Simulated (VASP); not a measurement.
A run of VASP 6.6.1:

INCAR

```
ALGO = Normal ; EDIFF = 1E-6
ENCUT = 520 ; GGA = PE
ISIF = 2 ; ISMEAR = 0
IVDW = 12 ; LASPH = T
LCHARG = F ; LREAL = F
LWAVE = F ; NBANDS = 26
NELM = 80 ; PREC = Accurate
SIGMA = 0.05
```

File KPOINTS:

```
k-points
0
Gamma
  6 6 6
```

File POSCAR:

```
BN
1.0
    0.0000000000      0.0000000000      4.3376638211
    2.5076849351      3.3394821895      2.1688319106
   -2.5076849351      3.3394821895      2.1688319106
B N
4 4
Direct
    0.4539991050      0.7500000000      0.2500000000
    0.5001068737      0.2500000000      0.7500000000
    0.0001068737      0.5000000000      0.5000000000
    0.0001068737      1.0000000000      0.0000000000
    0.1665931163      0.7500000000      0.2500000000
    0.1665931163      0.2500000000      0.7500000000
    0.6665931163      0.5000000000      0.5000000000
    0.6665931163      0.0000000000      0.0000000000
```

Potentials or basis: VASP PAW PBE potentials, release 64 (B, N).

The run is started by

```sh
$ cat potpaw_PBE.64/B/POTCAR potpaw_PBE.64/N/POTCAR > POTCAR
$ mpirun -np 1 vasp_std > vasp.out
```

Hardware: 1 thread of Intel(R) Xeon(R) 6975P-C (Granite Rapids), on a shared host.

Q: Estimate the wall time of this run.

A: Run time: 38 s on 1 thread of Intel(R) Xeon(R) 6975P-C (Granite Rapids), with other jobs on the host, peak memory 0.22 GiB. Counts: scf iterations 14, k points 46.
